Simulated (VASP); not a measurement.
# SiW6 in VASP: a series of runs

Runs on SiW6. Level: PBE+D3(BJ). Tasks: single point.

Everything below comes from runs of VASP 6.6.1. Logs are shortened: lines on timing, memory, paths and dates and some standing lists are left out, and cuts for length are marked.

## (1) The cell of the first run

The cell holds a slab with vacuum, 7 atoms: a = 4.468 Å, b = 4.468 Å, c = 21.726 Å, α = 90.00°, β = 90.00°, γ = 120.00°.

## (2) Single point, PBE+D3(BJ)

INCAR

```
SYSTEM = SiW6
PREC = Accurate
ENCUT = 520
EDIFF = 1E-7
ISMEAR = 0
SIGMA = 0.1
LREAL = .FALSE.
LASPH = .TRUE.
NELM = 80
ALGO = Normal
ISIF = 2
LWAVE = .FALSE.
LCHARG = .FALSE.
LDIPOL = .TRUE.
IDIPOL = 3
DIPOL = 0.5 0.5 0.320
GGA = PE
IVDW = 12
NBANDS = 53
```

KPOINTS

```
Automatic mesh
0
G
  6 6 1
  0 0 0
```

POSCAR

```
SiW6
1.0
    4.4682526324      0.0000000000      0.0000000000
   -2.2341263162      3.8696202902      0.0000000000
    0.0000000000      0.0000000000     21.7259061349
W Si
6 1
Direct
    0.6666666667      0.3333333333      0.1841119986
    0.3333333333      0.6666666667      0.2260931360
    0.0000000000      0.0000000000      0.2680742733
    0.6666666667      0.3333333333      0.3070897866
    0.3333333333      0.6666666667      0.3466976876
    0.0000000000      0.0000000000      0.3832248047
    0.8888888889      0.2222222222      0.5259116036
```

Potentials or basis: VASP PAW PBE potentials, release 64 (W_sv, Si).

Command:

```
> cat potpaw_PBE.64/W_sv/POTCAR potpaw_PBE.64/Si/POTCAR > POTCAR
> mpirun -np 1 vasp_std > vasp.out
```

OUTCAR:

```text
SYSTEM = SiW6
   PREC = Accurate
   ENCUT = 520
   EDIFF = 1E-7
   ISMEAR = 0
   LREAL = .FALSE.
   LASPH = .TRUE.
   NELM = 80
   ISIF = 2
   GGA = PE
   IVDW = 12
 IVDW          = 12

 ion  position               nearest neighbor table
   1  0.667  0.333  0.184-   4 2.67   2 2.74   2 2.74   2 2.74   3 3.16   3 3.16   3 3.16
   2  0.333  0.667  0.226-   5 2.62   3 2.74   3 2.74   3 2.74   1 2.74   1 2.74   1 2.74   4 3.12
                             4 3.12   4 3.12
   3  0.000  0.000  0.268-   6 2.50   4 2.72   4 2.72   4 2.72   2 2.74   2 2.74   2 2.74   5 3.09
                             5 3.09   5 3.09   1 3.16   1 3.16   1 3.16
   4  0.667  0.333  0.307-   1 2.67   3 2.72   3 2.72   3 2.72   5 2.72   5 2.72   5 2.72   6 3.06
                             6 3.06   6 3.06   2 3.12   2 3.12   2 3.12
   5  0.333  0.667  0.347-   2 2.62   6 2.70   6 2.70   6 2.70   4 2.72   4 2.72   4 2.72   3 3.09
                             3 3.09   3 3.09
   6  0.000  0.000  0.383-   3 2.50   5 2.70   5 2.70   5 2.70   4 3.06   4 3.06   4 3.06
   7  0.889  0.222  0.526-

  LATTYP: Found a hexagonal cell.
 ALAT       =     4.4682526324
 C/A-ratio  =     4.8622824004

  Lattice vectors:

 A1 = (   4.4682526324,   0.0000000000,   0.0000000000)
 A2 = (  -2.2341263162,   3.8696202902,   0.0000000000)
 A3 = (   0.0000000000,   0.0000000000,  21.7259061349)

Analysis of symmetry for initial positions (statically):
=====================================================================
 Subroutine PRICEL returns:
 Original cell was already a primitive cell.

 Routine SETGRP: Setting up the symmetry group for a
 hexagonal supercell.

 Subroutine GETGRP returns: Found  1 space group operations
 (whereof  1 operations were pure point group operations)
 out of a pool of 24 trial point group operations.

The static configuration has the point symmetry C_1 .

Analysis of symmetry for dynamics (positions and initial velocities):
=====================================================================
 Subroutine PRICEL returns:
 Original cell was already a primitive cell.

 Routine SETGRP: Setting up the symmetry group for a
 hexagonal supercell.

 Subroutine GETGRP returns: Found  1 space group operations
 (whereof  1 operations were pure point group operations)
 out of a pool of 24 trial point group operations.

The dynamic configuration has the point symmetry C_1 .

[... 111 lines left out ...]
   POTIM  = 0.5000    time-step for ionic-motion
   TEBEG  =    0.0;   TEEND  =   0.0 temperature during run
   PSTRESS=    0.0 pullay stress
   NELECT =      88.0000    total number of electrons
   NUPDOWN=      -1.0000    fix difference up-down
   EMIN   =  10.00;   EMAX   =-10.00  energy-range for DOS
   EFERMI =   0.00;   METHOD = LEGACY
   ISMEAR =     0;   SIGMA  =   0.10  broadening in eV -4-tet -1-fermi 0-gaus
   EFERMI_NEDOS =   21; number of points for ismear=-14 and -15
   IALGO  =     38    algorithm
   IMIX   =      4    mixing-type and parameters
     AMIX     =   0.40;   BMIX     =  1.00
     AMIX_MAG =   1.60;   BMIX_MAG =  1.00
  volume/ion in A,a.u.               =      53.66       362.14
  Fermi-wavevector in a.u.,A,eV,Ry     =   1.009193  1.907099 13.857143  1.018471
  Thomas-Fermi vector in A             =   2.142107
   LORBIT       =      0    0 simple, 1 ext, 2 COOP (PROOUT), +10 PAW based schemes
   GGA     = PE    functional components
   LHFCALC =     F    Hartree Fock is set to
   AEXX    =    0.0000 exact exchange contribution
   IVDW    =    12    specifies the selected vdW correction
   LEPSILON=     F    determine dielectric tensor
   LRPA    =     F    only Hartree local field effects (RPA)
 non-spin polarized calculation
 Gauss-broadening in eV      SIGMA  =   0.10
  energy-cutoff  :      520.00
  volume of cell :      375.65
 maximum number of plane-waves:     10145
 NGX is ok and might be reduce to    36
   NGX = 17   NGY = 17   NGZ = 81

 dipolmoment           0.000000      0.000000     -0.553781 electrons x Angstroem

 number of electron      88.0000002 magnetization

 dipolmoment           0.000000      0.000000      0.064178 electrons x Angstroem

 Free energy of the ion-electron system (eV)
  ---------------------------------------------------
  ext. energy  EPLUGINS =         0.00000000
  ---------------------------------------------------
  free energy    TOTEN  =       -72.17578637 eV

  energy without entropy =      -72.13689758  energy(sigma->0) =      -72.15634198

 E-fermi :   0.3369     XC(G=0):  -5.4034

 val. band max:        0.3334005879   @ k =   0.5000  -0.0000   0.0000
 cond. band min:       0.3476894062   @ k =   0.5000   0.3333   0.0000
 fundamental gap:      0.0142888183
 Fermi energy:         0.3369168839

 k-point     1 :       0.0000    0.0000    0.0000
  band No.  band energies     occupation
      1     -73.6966      2.00000
      2     -73.5737      2.00000
      3     -73.5510      2.00000
      4     -73.4818      2.00000
      5     -73.3897      2.00000
      6     -73.3278      2.00000
[... 1109 lines left out ...]
     52       1.7876      0.00000
     53       1.9560      0.00000

------------------------ aborting loop because EDIFF is reached ----------------------------------------

 vacuum level on the upper side and lower side of the slab       (xc-potential included)         0.159        -0.455

 Edisp (eV)   -2.79479

 E8    (eV) :    -1.4662

  FORCE on cell =-STRESS in cart. coord.  units (eV):
  Direction    XX          YY          ZZ          XY          YZ          ZX
  --------------------------------------------------------------------------------------
  -------------------------------------------------------------------------------------
  Total      -8.35543    -8.51187    -8.02947     0.01415    -0.33110     0.66619
  in kB     -35.63655   -36.30378   -34.24627     0.06037    -1.41215     2.84133
  external pressure =      -35.40 kB  Pullay stress =        0.00 kB

 VOLUME and BASIS-vectors are now :
 -----------------------------------------------------------------------------
  energy-cutoff  :      520.00
  volume of cell :      375.65
      direct lattice vectors                 reciprocal lattice vectors
     4.468252632  0.000000000  0.000000000     0.223801133  0.129211644  0.000000000
    -2.234126316  3.869620290  0.000000000     0.000000000  0.258423288  0.000000000
     0.000000000  0.000000000 21.725906135     0.000000000  0.000000000  0.046028000

 POSITION                                       TOTAL-FORCE (eV/Angst)
 -----------------------------------------------------------------------------------
      2.23413      1.28987      4.00000        -0.014307      0.039971      2.102110
     -0.00000      2.57975      4.91208         0.065960     -0.038660     -0.617979
      0.00000      0.00000      5.82416        -0.088504      0.067575     -1.958464
      2.23413      1.28987      6.67180        -0.010587     -0.070797      0.017979
     -0.00000      2.57975      7.53232         0.089539     -0.142489      0.463815
      0.00000      0.00000      8.32591        -0.255516      0.257775      1.751143
      3.47531      0.85992     11.42591         0.213415     -0.113375     -1.758604
 -----------------------------------------------------------------------------------
    total drift:                               -0.000012     -0.000043      0.000051

  FREE ENERGIE OF THE ION-ELECTRON SYSTEM (eV)
  ---------------------------------------------------
  free  energy   TOTEN  =       -74.9705771742 eV

  energy  without entropy=      -74.9316883853  energy(sigma->0) =      -74.95113278

 vacuum level on the upper side and lower side of the slab         4.740         4.110
```

It took 14 min on 1 thread of Intel Xeon Platinum 8488C (Sapphire Rapids), shared host; peak memory 0.67 GiB.

Results:

| Item | Value |
| --- | --- |
| Free energy | -74.9706 eV |
| Largest force | 2.103 eV/Å |
| Band gap on the k mesh | zero (bands 44 and 45 overlap by 0.17 eV) |
| Dispersion energy per atom | -0.399 eV |

Forces in eV/Å, atoms in the order of the input:
```
W   -0.014  0.040  2.102
W    0.066 -0.039 -0.618
W   -0.089  0.068 -1.958
W   -0.011 -0.071  0.018
W    0.090 -0.142  0.464
W   -0.256  0.258  1.751
Si   0.213 -0.113 -1.759
```

Levels at points of the mesh, in eV from the Fermi level:
| k point | band 42 | band 43 | band 44 | band 45 | band 46 | band 47 |
| --- | --- | --- | --- | --- | --- | --- |
| (0.00, 0.00, 0.00) | -1.08 | -1.05 | -0.46 | 0.69 | 1.39 | 1.52 |
| (0.50, 0.00, 0.00) | -0.69 | -0.19 | 0.00 | 0.19 | 0.30 | 0.54 |
| (0.00, 0.50, 0.00) | -0.71 | -0.15 | -0.14 | 0.18 | 0.30 | 0.72 |
| (0.50, 0.50, 0.00) | -0.72 | -0.38 | 0.08 | 0.17 | 0.28 | 0.68 |

Caveat: spin-orbit coupling is left out, which moves the levels of the heavy elements.

## (3) Single point, PBE+D3(BJ)

INCAR

```
SYSTEM = SiW6
PREC = Accurate ; ENCUT = 520
EDIFF = 1E-6 ; ISMEAR = 0
SIGMA = 0.1 ; LREAL = .False.
LASPH = .True. ; NELM = 60
ALGO = Normal ; ISIF = 2
LWAVE = .False. ; LCHARG = .False.
LDIPOL = .True. ; IDIPOL = 3
DIPOL = 0.5 0.5 0.320 ; GGA = PE
IVDW = 12 ; NBANDS = 53
```

KPOINTS

```
regular mesh
0
Gamma
  6 6 1
  0 0 0
```

POSCAR: that of step 2 with these lines changed.

```diff
@@ -14,2 +14,2 @@
     0.0000000000      0.0000000000      0.3832248047
-    0.8888888889      0.2222222222      0.5259116036
+    0.1111111111      0.4444444444      0.5259116036
```

Potentials or basis: VASP PAW PBE potentials, release 64 (W_sv, Si).

Command:

```
> cat potpaw_PBE.64/W_sv/POTCAR potpaw_PBE.64/Si/POTCAR > POTCAR
> mpirun -np 1 vasp_std > vasp.out
```

Run time: 13 min. Hardware: 1 thread of Intel Xeon Platinum 8488C (Sapphire Rapids), shared host; peak memory 0.67 GiB.

It converged, with:

| Quantity | Value |
| --- | --- |
| Free energy | -74.9823 eV |
| Largest force | 2.107 eV/Å |
| Band gap on the k mesh | zero (bands 44 and 45 overlap by 0.37 eV) |
| Dispersion energy per atom | -0.400 eV |

Forces in eV/Å, atoms in the order of the input:
```
W    0.031  0.061  2.106
W   -0.001 -0.027 -0.794
W   -0.015  0.017 -1.742
W   -0.054 -0.128 -0.594
W   -0.036 -0.204  0.563
W   -0.046  0.305  2.056
Si   0.120 -0.023 -1.596
```

Levels at points of the mesh, in eV from the Fermi level:
| k point | band 40 | band 41 | band 42 | band 43 | band 44 | band 45 | band 46 | band 47 | band 48 | band 49 |
| --- | --- | --- | --- | --- | --- | --- | --- | --- | --- | --- |
| (0.00, 0.00, 0.00) | -1.21 | -1.09 | -1.06 | -0.98 | -0.45 | 0.79 | 1.33 | 1.55 | 1.64 | 1.64 |
| (0.50, 0.00, 0.00) | -1.34 | -0.89 | -0.61 | -0.30 | 0.16 | 0.20 | 0.30 | 0.57 | 0.93 | 1.24 |
| (0.00, 0.50, 0.00) | -1.32 | -1.03 | -0.69 | -0.33 | -0.04 | 0.19 | 0.30 | 0.88 | 1.15 | 1.25 |
| (0.50, 0.50, 0.00) | -1.33 | -0.94 | -0.66 | -0.39 | 0.06 | 0.20 | 0.31 | 0.78 | 1.09 | 1.15 |

Caveat: spin-orbit coupling is left out, which moves the levels of the heavy elements.

## (4) Single point, PBE+D3(BJ)

INCAR

```
ALGO = Normal ; DIPOL = 0.5 0.5 0.320
EDIFF = 1E-6 ; ENCUT = 520
GGA = PE ; IDIPOL = 3
ISIF = 2 ; ISMEAR = 0
IVDW = 12 ; LASPH = True
LCHARG = False ; LDIPOL = True
LREAL = False ; LWAVE = False
NBANDS = 53 ; NELM = 60
PREC = Accurate ; SIGMA = 0.1
```

KPOINTS

```
k-points
0
Gamma
  6 6 1
```

POSCAR: that of step 3 with these lines changed.

```diff
@@ -14,2 +14,2 @@
     0.0000000000      0.0000000000      0.3832248047
-    0.1111111111      0.4444444444      0.5259116036
+    0.4444444444      0.1111111111      0.5259116036
```

Command:

```
> cat potpaw_PBE.64/W_sv/POTCAR potpaw_PBE.64/Si/POTCAR > POTCAR
> mpirun -np 1 vasp_std > vasp.out
```

Wall time 12 min (1 thread of Intel Xeon Platinum 8488C (Sapphire Rapids), shared host); peak memory 0.66 GiB.

It converged, with:

```
Free energy                : -74.8709 eV
Largest force              : 2.073 eV/Å
Band gap on the k mesh     : zero (bands 44 and 45 overlap by 0.15 eV)
Dispersion energy per atom : -0.400 eV
```

Forces on the atoms (eV/Å):
```
W    0.020 -0.034  2.073
W   -0.042 -0.024 -0.670
W    0.065  0.028 -1.851
W   -0.050  0.098 -0.472
W   -0.103  0.041  0.395
W    0.263  0.041  2.045
Si  -0.153 -0.150 -1.520
```

Levels at points of the mesh, in eV from the Fermi level:
| k point | band 42 | band 43 | band 44 | band 45 | band 46 | band 47 |
| --- | --- | --- | --- | --- | --- | --- |
| (0.00, 0.00, 0.00) | -1.07 | -0.99 | -0.46 | 0.70 | 1.29 | 1.47 |
| (0.50, 0.00, 0.00) | -0.72 | -0.36 | 0.02 | 0.18 | 0.29 | 0.80 |
| (0.00, 0.50, 0.00) | -0.67 | -0.18 | 0.04 | 0.18 | 0.30 | 0.53 |
| (0.50, 0.50, 0.00) | -0.71 | -0.25 | -0.09 | 0.19 | 0.30 | 0.82 |

Caveat: spin-orbit coupling is left out, which moves the levels of the heavy elements.

## (5) The runs side by side

```csv
cell,gap on the mesh (eV),largest force (eV/Å)
"as given, atomic positions A",none,2.10
"as given, atomic positions B",none,2.11
"as given, atomic positions C",none,2.07
```

Alike in all rows: task single point; level PBE+D3(BJ); potentials or basis VASP PAW PBE potentials, release 64 (W_sv, Si); no spin polarisation; k mesh 6 × 6 × 1; cutoff (eV) 520; smearing gaussian 0.1 eV.

Caveats: spin-orbit coupling is left out, which moves the levels of the heavy elements.

Absolute energies hang on the potentials; compare differences alone.

The gap in the log of VASP goes by the Fermi energy; the results here count the filled bands.